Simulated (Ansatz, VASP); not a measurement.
**In3Se: VASP beside Ansatz**

```
In Se
1.0
     5.02564    0.00000    0.00000
     0.00000    5.02564    0.00000
     0.00000    0.00000    5.02564
In Se
3 1
Direct
  0.00000 0.50000 0.50000
  0.50000 0.00000 0.50000
  0.50000 0.50000 0.00000
  0.00000 0.00000 0.00000
```

Alike in both runs: task single point; functional PBE; k mesh 10 × 10 × 10; occupations gaussian, width 0.1 eV; no spin polarisation.

```csv
,VASP,Ansatz
version,VASP 6.6.1,Ansatz 0.2.0
potentials or method,"VASP PAW PBE potentials, release 64 (In_d, Se), cutoff 520 eV","scalar-relativistic, plane waves, PAW"
valence electrons in the cell,45,55
```

```csv
,VASP,Ansatz,Ansatz less VASP
gap on the k mesh at the Fermi level (eV),none,none,-
pressure (GPa),-3.5,-3.5,+0.03
```

A gap of «none» marks a metal or a gap that the smearing closes. VASP's potentials hold 45 valence electrons a cell and Ansatz's 55, so a difference there can come from the potentials and not from the codes.
